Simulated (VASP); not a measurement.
LiF: single point with PBE

Crystal: LiF.

```
CELL_PARAMETERS angstrom
0.00000 1.97986 1.97986
1.97986 0.00000 1.97986
1.97986 1.97986 0.00000
ATOMIC_POSITIONS crystal
Li 0.00000 0.00000 0.00000
F 0.50000 0.50000 0.50000
```

This cell differs from its parent crystal: volume scaled by 0.95.

- Program: VASP 6.6.1
- Task: single point
- Functional: PBE
- Potentials or basis: VASP PAW PBE potentials, release 64 (Li_sv, F)
- Cutoff: 520 eV
- k mesh: 10 × 10 × 10
- Occupations: fermi-dirac, width 0.03 eV
- Spin: no spin polarisation

The band gap on the k mesh is 9.56 eV, direct.

Levels at points of the mesh, in eV from the valence-band top:
| k point | band 3 | band 4 | band 5 | band 6 | band 7 | band 8 |
| --- | --- | --- | --- | --- | --- | --- |
| (0.00, 0.00, 0.00) | 0.00 | 0.00 | 0.00 | 9.56 | 24.65 | 24.65 |
| (0.50, 0.00, 0.00) | -2.67 | -0.25 | -0.25 | 11.05 | 17.36 | 19.31 |
| (0.50, 0.50, 0.00) | -3.23 | -1.08 | -1.08 | 15.30 | 16.71 | 18.08 |

Wall time 3.5 s on 1 thread of Intel(R) Xeon(R) 6975P-C (Granite Rapids), on a shared host, peak memory 0.13 GiB.

 A k mesh can miss the band edges.
